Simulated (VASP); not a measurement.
Write the native input for VASP 6.6.1 that does the following.

- Task: single point
- Functional: PBE
- Potentials or basis: VASP PAW PBE potentials, release 64 (Zn, S)
- Cutoff: 520 eV
- k mesh: 12 × 12 × 2
- Occupations: gaussian, width 0.05 eV
- Spin: no spin polarisation
- Dipole correction: no
- Further INCAR settings: ALGO = Normal; EDIFF = 1e-07; NBANDS = 46

The structure of ZnS lies in POSCAR:

```
ZnS
1.0
    3.8467234434      0.0000000000      0.0000000000
   -1.9233617217      3.3313602233      0.0000000000
    0.0000000000      0.0000000000     12.5902250239
Zn S
4 4
Direct
    0.0000000000      0.0000000000      0.0061961359
    0.0000000000      0.0000000000      0.4939045579
    0.3333333333      0.6666666667      0.2542527562
    0.6666666667      0.3333333333      0.7457962712
    0.0000000000      0.0000000000      0.1664401896
    0.0000000000      0.0000000000      0.7081392060
    0.3333333333      0.6666666667      0.4376371548
    0.6666666667      0.3333333333      0.9376337282
```

This cell differs from its parent crystal: atoms displaced along a vibrational mode.

One way to write it, as run:

INCAR

```
  PREC = Accurate
  ENCUT = 520
  EDIFF = 1E-7
  ISMEAR = 0
  SIGMA = 0.05
  LREAL = False
  LASPH = True
  NELM = 100
  ALGO = Normal
  ISIF = 2
  LWAVE = False
  LCHARG = False
  GGA = PE
  NBANDS = 46
```

KPOINTS

```
Automatic mesh
0
Gamma
  12 12 2
```

Potentials or basis: VASP PAW PBE potentials, release 64 (Zn, S).

Run with:

```sh
$ cat potpaw_PBE.64/Zn/POTCAR potpaw_PBE.64/S/POTCAR > POTCAR
$ mpirun -np 1 vasp_std > vasp.out
```

Results of the run:

```yaml
Pressure: 2.2 GPa
Largest_force: 5.390 eV/Å
Band_gap_on_the_k_mesh: 1.05 eV
```

Caveat: the cell differs from its parent crystal (atoms displaced along a vibrational mode); forces of over 1 eV/Å act on the atoms, so gaps and moduli don't describe the material at rest.

Run time: 3 min on 1 thread of AMD EPYC 9R45 96-Core Processor (Zen 5), with other jobs on the host, peak memory 0.36 GiB.
